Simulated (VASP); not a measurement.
# Sb in VASP: single point with PBEsol+D4

Aim: the single point of Sb with PBEsol+D4.

Program: VASP 6.6.1. These are calculated values, not measurements. Logs are shortened: lines on timing, memory, paths and dates and some standing lists are left out, and cuts for length are marked.

### Step 1. The cell of the first run

The cell holds a slab with vacuum, 6 atoms: a = 6.833 Å, b = 6.833 Å, c = 23.330 Å, α = 90.00°, β = 90.00°, γ = 120.00°.

### Step 2. Single point, PBEsol+D4

File INCAR:

```
SYSTEM = Sb
PREC     = Accurate       ! precision mode
ENCUT    = 400            ! plane-wave cutoff, eV
EDIFF    = 1E-6           ! SCF threshold, eV
ISMEAR   = 0              ! smearing method
SIGMA    = 0.04           ! smearing width, eV
LREAL    = .FALSE.        ! projectors in reciprocal space
LASPH    = .TRUE.         ! aspherical terms in the spheres
NELM     = 120            ! most SCF steps
ALGO     = Normal         ! electronic algorithm
ISIF     = 2              ! what is computed and relaxed
LWAVE    = .FALSE.        ! write WAVECAR
LCHARG   = .TRUE.         ! write CHGCAR
LDIPOL   = .TRUE.       
IDIPOL   = 3            
DIPOL    = 0.5 0.5 0.651
GGA      = PS             ! functional
IVDW     = 13             ! dispersion correction
LELF     = .TRUE.         ! ELF
LVHAR    = .TRUE.       
LVACPOTAV= .TRUE.       
NBANDS   = 24             ! bands
GGA_COMPAT= .FALSE.      
NELMDL   = -8
```

File KPOINTS:

```
regular mesh
0
G
  6 6 1
  0 0 0
```

File POSCAR:

```
Sb
1.0
    6.8327056235      0.0000000000      0.0000000000
   -3.4163528118      5.9172966928      0.0000000000
    0.0000000000      0.0000000000     23.3300000000
Sb
6
Direct
    0.7777780000      0.5555560000      0.6188963564
    0.4429902211      0.9166948826      0.6143471066
    0.1327940054      0.2516739027      0.6131610934
    0.4397861731      0.2337185769      0.6916449206
    0.1264885058      0.5748573270      0.6877112760
    0.7863516256      0.9143650145      0.6814249060
```

Potentials or basis: VASP PAW PBE potentials, release 64 (Sb).

Run with:

```bash
$ cat potpaw_PBE.64/Sb/POTCAR > POTCAR
$ mpirun -np 1 vasp_std > vasp.out
```

OUTCAR:

```text
SYSTEM = Sb
   PREC = Accurate
   ENCUT = 400
   EDIFF = 1E-6
   ISMEAR = 0
   LREAL = .FALSE.
   LASPH = .TRUE.
   NELM = 120
   ISIF = 2
   GGA = PS
   IVDW = 13
   NELMDL = -8

 ion  position               nearest neighbor table
   1  0.778  0.556  0.619-   5 2.82   4 2.82   6 2.83   2 3.78
   2  0.443  0.917  0.614-   6 2.83   4 2.83   5 2.83   1 3.78
   3  0.133  0.252  0.613-   6 2.83   5 2.83   4 2.83
   4  0.440  0.234  0.692-   1 2.82   2 2.83   3 2.83
   5  0.126  0.575  0.688-   1 2.82   3 2.83   2 2.83
   6  0.786  0.914  0.681-   2 2.83   3 2.83   1 2.83

  LATTYP: Found a hexagonal cell.
 ALAT       =     6.8327056235
 C/A-ratio  =     3.4144599937

  Lattice vectors:

 A1 = (   6.8327056235,   0.0000000000,   0.0000000000)
 A2 = (  -3.4163528118,   5.9172966928,   0.0000000000)
 A3 = (   0.0000000000,   0.0000000000,  23.3300000000)

Analysis of symmetry for initial positions (statically):
=====================================================================
 Subroutine PRICEL returns:
 Original cell was already a primitive cell.

 Routine SETGRP: Setting up the symmetry group for a
 hexagonal supercell.

 Subroutine GETGRP returns: Found  1 space group operations
 (whereof  1 operations were pure point group operations)
 out of a pool of 24 trial point group operations.

The static configuration has the point symmetry C_1 .

Analysis of symmetry for dynamics (positions and initial velocities):
=====================================================================
 Subroutine PRICEL returns:
 Original cell was already a primitive cell.

 Routine SETGRP: Setting up the symmetry group for a
 hexagonal supercell.

 Subroutine GETGRP returns: Found  1 space group operations
 (whereof  1 operations were pure point group operations)
 out of a pool of 24 trial point group operations.

The dynamic configuration has the point symmetry C_1 .

 Subroutine INISYM returns: Found  1 space group operations
 (whereof  1 operations are pure point group operations),
 and found     1 'primitive' translations

----------------------------------------------------------------------------------------

                                     Primitive cell

  volume of cell :     943.2586

  direct lattice vectors                    reciprocal lattice vectors
     6.832705623  0.000000000  0.000000000     0.146354908  0.084498045  0.000000000
    -3.416352812  5.917296693  0.000000000     0.000000000  0.168996089  0.000000000
     0.000000000  0.000000000 23.330000000     0.000000000  0.000000000  0.042863266

  length of vectors
     6.832705623  6.832705664 23.330000000     0.168996090  0.168996089  0.042863266

  position of ions in fractional coordinates (direct lattice)
     0.777778000  0.555556000  0.618896356
     0.442990221  0.916694883  0.614347107
     0.132794005  0.251673903  0.613161093
     0.439786173  0.233718577  0.691644921
     0.126488506  0.574857327  0.687711276
     0.786351626  0.914365014  0.681424906

  ion indices of the primitive-cell ions
   primitive index   ion index
                 1           1
                 2           2
                 3           3
                 4           4
                 5           5
                 6           6

----------------------------------------------------------------------------------------

 KPOINTS: regular mesh

Automatic generation of k-mesh.
 Grid dimensions read from file:
 generate k-points for:    6    6    1

 Generating k-lattice:

  Cartesian coordinates                     Fractional coordinates (reciprocal lattice)
     0.024392485  0.014083007  0.000000000     0.166666667  0.000000000  0.000000000
     0.000000000  0.028166015  0.000000000     0.000000000  0.166666667  0.000000000
     0.000000000  0.000000000  0.042863266     0.000000000  0.000000000  1.000000000

  Length of vectors
     0.028166015  0.028166015  0.042863266

  Shift w.r.t. Gamma in fractional coordinates (k-lattice)
     0.000000000  0.000000000  0.000000000

 Subroutine IBZKPT returns following result:
 ===========================================

 Found     20 irreducible k-points:

 Following reciprocal coordinates:
            Coordinates               Weight
  0.000000  0.000000  0.000000      1.000000
  0.166667  0.000000  0.000000      2.000000
  0.000000  0.166667  0.000000      2.000000
 -0.166667  0.166667  0.000000      2.000000
  0.333333  0.000000  0.000000      2.000000
  0.000000  0.333333  0.000000      2.000000
[... 12 lines left out ...]
  0.500000 -0.166667  0.000000      2.000000
  0.333333  0.333333  0.000000      2.000000
   k-points           NKPTS =     20   k-points in BZ     NKDIM =     20   number of bands    NBANDS=     24
   number of dos      NEDOS =    301   number of ions     NIONS =      6
   total plane-waves  NPLWV = 368640
   dimension x,y,z NGX =    48 NGY =   48 NGZ =  160
   dimension x,y,z NGXF=    96 NGYF=   96 NGZF=  320
   ions per type =               6
   NGX,Y,Z   is equivalent  to a cutoff of  11.68, 11.68, 11.40 a.u.
   NGXF,Y,Z  is equivalent  to a cutoff of  23.36, 23.36, 22.80 a.u.
 SYSTEM =  Sb
   PREC   = accura    normal or accurate (medium, high low for compatibility)
   ISTART =      0    job   : 0-new  1-cont  2-samecut
   ICHARG =      2    charge: 1-file 2-atom 10-const
   ISPIN  =      1    spin polarized calculation?
   LNONCOLLINEAR =      F non collinear calculations
   LSORBIT =      F    spin-orbit coupling
   LASPH  =      T    aspherical Exc in radial PAW
   ENCUT  =  400.0 eV  29.40 Ry    5.42 a.u.  11.14 11.14 38.05*2*pi/ulx,y,z
   NELM   =    120;   NELMIN=  2; NELMDL= -8     # of ELM steps
   EDIFF  = 0.1E-05   stopping-criterion for ELM
   LREAL  =      F    real-space projection
   EDIFFG = 0.1E-04   stopping-criterion for IOM
   NSW    =      0    number of steps for IOM
   IBRION =     -1    ionic relax: 0-MD 1-quasi-New 2-CG
   NFREE  =      0    steps in history (QN), initial steepest desc. (CG)
   ISIF   =      2    stress and relaxation
   ISYM   =      2    0-nonsym 1-usesym 2-fastsym
   POTIM  = 0.5000    time-step for ionic-motion
   TEBEG  =    0.0;   TEEND  =   0.0 temperature during run
   PSTRESS=    0.0 pullay stress
   NELECT =      30.0000    total number of electrons
   NUPDOWN=      -1.0000    fix difference up-down
   EMIN   =  10.00;   EMAX   =-10.00  energy-range for DOS
   EFERMI =   0.00;   METHOD = LEGACY
   ISMEAR =     0;   SIGMA  =   0.04  broadening in eV -4-tet -1-fermi 0-gaus
   EFERMI_NEDOS =   21; number of points for ismear=-14 and -15
   IALGO  =     38    algorithm
   IMIX   =      4    mixing-type and parameters
     AMIX     =   0.40;   BMIX     =  1.00
     AMIX_MAG =   1.60;   BMIX_MAG =  1.00
  volume/ion in A,a.u.               =     157.21      1060.90
  Fermi-wavevector in a.u.,A,eV,Ry     =   0.518687  0.980175  3.660453  0.269036
  Thomas-Fermi vector in A             =   1.535700
   LORBIT       =      0    0 simple, 1 ext, 2 COOP (PROOUT), +10 PAW based schemes
   GGA     = PS    functional components
   LHFCALC =     F    Hartree Fock is set to
   AEXX    =    0.0000 exact exchange contribution
   IVDW    =    13    specifies the selected vdW correction
   LEPSILON=     F    determine dielectric tensor
   LRPA    =     F    only Hartree local field effects (RPA)
 non-spin polarized calculation
 Gauss-broadening in eV      SIGMA  =   0.04
  energy-cutoff  :      400.00
  volume of cell :      943.26
 maximum number of plane-waves:     17151
 NGX is ok and might be reduce to    48
   NGX = 23   NGY = 23   NGZ = 77

 dipolmoment           0.000000      0.000000     -0.000001 electrons x Angstroem

 number of electron      29.9999999 magnetization

 dipolmoment           0.000000      0.000000      0.000345 electrons x Angstroem

 Free energy of the ion-electron system (eV)
  ---------------------------------------------------
  ext. energy  EPLUGINS =         0.00000000
  ---------------------------------------------------
  free energy    TOTEN  =       -26.11133253 eV

  energy without entropy =      -26.11133253  energy(sigma->0) =      -26.11133253

 E-fermi :  -2.0895     XC(G=0):  -2.4087

 val. band max:       -2.2818779032   @ k =   0.0000   0.0000   0.0000
 cond. band min:      -1.4657620917   @ k =   0.3333   0.3333   0.0000
 fundamental gap:      0.8161158115
 Fermi energy:        -2.0895020385

 k-point     1 :       0.0000    0.0000    0.0000
  band No.  band energies     occupation
      1     -14.4679      2.00000
      2     -11.2728      2.00000
      3     -11.2482      2.00000
      4     -11.2230      2.00000
      5     -11.2005      2.00000
      6      -9.2117      2.00000
[... 16 lines left out ...]
     23       1.1161      0.00000
     24       1.2033      0.00000

 k-point     2 :       0.1667    0.0000    0.0000
  band No.  band energies     occupation
      1     -14.3565      2.00000
      2     -11.9789      2.00000
      3     -11.7786      2.00000
      4     -10.7601      2.00000
      5     -10.5340      2.00000
      6      -9.1730      2.00000
[... 16 lines left out ...]
     23       0.9814      0.00000
     24       1.3736      0.00000

 k-point     3 :       0.0000    0.1667    0.0000
  band No.  band energies     occupation
      1     -14.3565      2.00000
      2     -11.9823      2.00000
      3     -11.7739      2.00000
      4     -10.7644      2.00000
      5     -10.5310      2.00000
      6      -9.1735      2.00000
[... 16 lines left out ...]
     23       0.9734      0.00000
     24       1.3988      0.00000
[... 406 lines left out ...]
 k-point    19 :       0.5000   -0.1667    0.0000
  band No.  band energies     occupation
      1     -13.7074      2.00000
      2     -13.0786      2.00000
      3     -12.5529      2.00000
      4     -10.1651      2.00000
      5      -9.5971      2.00000
      6      -9.1632      2.00000
[... 16 lines left out ...]
     23       1.0295      0.00000
     24       1.2919      0.00000

 k-point    20 :       0.3333    0.3333    0.0000
  band No.  band energies     occupation
      1     -13.2715      2.00000
      2     -13.1971      2.00000
      3     -13.0895      2.00000
      4      -9.6021      2.00000
      5      -9.5319      2.00000
      6      -9.4648      2.00000
[... 16 lines left out ...]
     23       1.2775      0.00000
     24       1.3789      0.00000

------------------------ aborting loop because EDIFF is reached ----------------------------------------

  DFT-D4 for vdW energy calculation

  Edisp (eV):   -0.83333

  FORCE on cell =-STRESS in cart. coord.  units (eV):
  Direction    XX          YY          ZZ          XY          YZ          ZX
  --------------------------------------------------------------------------------------
  -------------------------------------------------------------------------------------
  Total       2.11193     2.08995     0.49634    -0.00344     0.01548     0.01494
  in kB       3.58724     3.54989     0.84307    -0.00585     0.02630     0.02538
  external pressure =        2.66 kB  Pullay stress =        0.00 kB

 VOLUME and BASIS-vectors are now :
 -----------------------------------------------------------------------------
  energy-cutoff  :      400.00
  volume of cell :      943.26
      direct lattice vectors                 reciprocal lattice vectors
     6.832705623  0.000000000  0.000000000     0.146354908  0.084498045  0.000000000
    -3.416352812  5.917296693  0.000000000     0.000000000  0.168996089  0.000000000
     0.000000000  0.000000000 23.330000000     0.000000000  0.000000000  0.042863266

 POSITION                                       TOTAL-FORCE (eV/Angst)
 -----------------------------------------------------------------------------------
      3.41635      3.28739     14.43885        -0.037420      0.089246     -0.202037
     -0.10493      5.42436     14.33272         0.017375     -0.061370     -0.082139
      0.04754      1.48923     14.30505         0.010016     -0.030939     -0.042459
      2.20646      1.38298     16.13608         0.011515      0.008857      0.026751
     -1.09966      3.40160     16.04430         0.004990     -0.012133      0.104716
      2.24912      5.41057     15.89764        -0.006477      0.006340      0.195168
 -----------------------------------------------------------------------------------
    total drift:                                0.000003     -0.000021      0.000059

  FREE ENERGIE OF THE ION-ELECTRON SYSTEM (eV)
  ---------------------------------------------------
  free  energy   TOTEN  =       -26.9446583604 eV

  energy  without entropy=      -26.9446583604  energy(sigma->0) =      -26.94465836

 vacuum level on the upper side and lower side of the slab         2.167         2.165
```

Wall time 8.7 min (1 thread of Intel Xeon Platinum 8488C (Sapphire Rapids), shared host); peak memory 0.78 GiB.

What came out:

```
Free energy                : -26.9447 eV
Largest force              : 0.224 eV/Å
Band gap on the k mesh     : 0.82 eV, indirect (least direct gap 0.84 eV)
Dispersion energy per atom : -0.139 eV
```

Forces in eV/Å, atoms in the order of the input:
```
Sb  -0.037  0.089 -0.202
Sb   0.017 -0.061 -0.082
Sb   0.010 -0.031 -0.042
Sb   0.012  0.009  0.027
Sb   0.005 -0.012  0.105
Sb  -0.006  0.006  0.195
```

Caveat: the PAW data sets were made with another functional, which shifts forces and pressure a little; spin-orbit coupling is left out, which moves the levels of the heavy elements.
